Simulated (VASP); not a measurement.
A run of VASP 6.6.1 is set up as follows.

The input INCAR:

```
SYSTEM = Hg
PREC = Accurate
ENCUT = 550
EDIFF = 1E-6
ISMEAR = -1
SIGMA = 0.1
LREAL = .False.
LASPH = .True.
NELM = 120
ALGO = Normal
ISIF = 2
LWAVE = .False.
LCHARG = .True.
GGA = PS
LELF = .True.
LVHAR = .True.
NBANDS = 16
GGA_COMPAT = .False.
```

Contents of KPOINTS:

```
Automatic mesh
0
Gamma
  10 10 10
  0 0 0
```

POSCAR

```
Hg
1.0
   -1.8146303336      1.8146303336      1.8146303336
    1.8146303336     -1.8146303336      1.8146303336
    1.8146303336      1.8146303336     -1.8146303336
Hg
1
Direct
    0.0000000000      0.0000000000      0.0000000000
```

Potentials or basis: VASP PAW PBE potentials, release 64 (Hg_sv_GW).

The run is started by

```bash
$ cat potpaw_PBE.64/Hg_sv_GW/POTCAR > POTCAR
$ mpirun -np 1 vasp_std > vasp.out
```

(1) What does it give for the pressure?

(2) Predict the band gap on the k mesh.

## Answers

(1) -0.2 GPa.

(2) zero (bands 10 and 11 overlap by 4.42 eV).

Caveat: the PAW data sets were made with another functional, which shifts forces and pressure a little; spin-orbit coupling is left out, which moves the levels of the heavy elements.
